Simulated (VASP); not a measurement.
Write the native input for VASP 6.6.1 that does the following.

```
Task                   : single point
Functional             : PBE
Potentials or basis    : VASP PAW PBE potentials, release 64 (Li_sv)
Cutoff                 : 520 eV
k mesh                 : 2 × 2 × 2
Occupations            : fermi-dirac, width 0.11 eV
Spin                   : no spin polarisation
Dipole correction      : no
Further INCAR settings : LREAL = Auto; ALGO = Normal; EDIFF = 1e-06; NBANDS = 38
```

The structure of Li lies in POSCAR:

```
Li
1.0
    7.3128730000      0.0000000000      0.0000000000
    0.0000000000      7.3128730000      0.0000000000
    0.0000000000      0.0000000000      7.3128730000
Li
16
Direct
   -0.0184605968      0.0342683375      0.0423226275
    0.5139703643      0.0683178827     -0.0380835275
   -0.0322171601      0.5122747243     -0.0182281300
    0.0612891814      0.0443054324      0.4495770677
    0.2820368958      0.2647659819      0.2794797612
    0.4649608984      0.4571527497     -0.0431430985
    0.4772406139     -0.0621916995      0.4933491939
    0.7865855184      0.2529238509      0.3392647459
    0.0211271275      0.5374358340      0.5549939128
    0.2211716243      0.6980703754      0.3057895303
    0.1423790622      0.2775926780      0.7308892141
    0.5065040785      0.5060254704      0.5549392147
    0.7087091489      0.7207427231      0.1941644549
    0.7490216226      0.2409723237      0.7154096618
    0.2758286654      0.7727332336      0.8314379314
    0.8279919534      0.8237938769      0.7367829306
```

The input as run:

INCAR

```
SYSTEM = Li
ALGO = Normal
EDIFF = 1E-6
ENCUT = 520
GGA = PE
ISIF = 2
ISMEAR = -1
LASPH = .True.
LCHARG = .False.
LREAL = Auto
LWAVE = .False.
NBANDS = 38
NELM = 100
PREC = Accurate
SIGMA = 0.11
```

KPOINTS

```
k-points
0
Gamma
  2 2 2
  0 0 0
```

Potentials or basis: VASP PAW PBE potentials, release 64 (Li_sv).

Run with:

```sh
$ cat potpaw_PBE.64/Li_sv/POTCAR > POTCAR
$ mpirun -np 1 vasp_std > vasp.out
```

Results of the run:

```json
{
  "Largest force": "0.774 eV/Å",
  "Band gap on the k mesh": "zero (band 24 reaches 0.39 eV, above the bottom of band 25 at -0.33 eV)"
}
```

Caveat: the k points lie up to 0.43 Å⁻¹ apart.

It took 2.6 min on 1 thread of AMD EPYC 7R43 64-Core Processor (Zen 3), with other jobs on the host, peak memory 0.33 GiB.
